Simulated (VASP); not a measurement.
Here is a VASP 6.6.1 calculation.

Contents of INCAR:

```
PREC = Accurate
ENCUT = 1330
EDIFF = 1E-6
ISMEAR = 0
SIGMA = 0.1
LREAL = False
LASPH = True
NELM = 120
ALGO = Normal
ISIF = 2
LWAVE = False
LCHARG = False
GGA = PE
NBANDS = 18
GGA_COMPAT = False
```

Contents of KPOINTS:

```
Automatic mesh
0
Gamma
  6 6 6
```

POSCAR

```
B3N2
1.0
    3.6911684000      0.0000000000      0.0000000000
   -1.8455842000      3.1966456000      0.0000000000
    0.0000000000      0.0000000000      3.5378579800
B N
3 2
Direct
    0.5000000000      0.0000000000      0.0000000000
    0.0000000000      0.5000000000      0.0000000000
    0.5000000000      0.5000000000      0.0000000000
    0.0000000000      0.0000000000      0.3239800200
    0.0000000000      0.0000000000      0.6760199800
```

Potentials or basis: VASP PAW PBE potentials, release 64 (B_h, N_h).

Launch:

```sh
$ cat potpaw_PBE.64/B_h/POTCAR potpaw_PBE.64/N_h/POTCAR > POTCAR
$ mpirun -np 1 vasp_std > vasp.out
```

(1) Estimate the largest force.

(2) Estimate the pressure.

(3) Predict the band gap on the k mesh.

Answers

(1) 0.386 eV/Å.

(2) -5.6 GPa.

(3) zero (an odd number of electrons rules out a gap without spin polarisation).

Caveat: the stress differs along the axes, from -23 to 29 GPa.
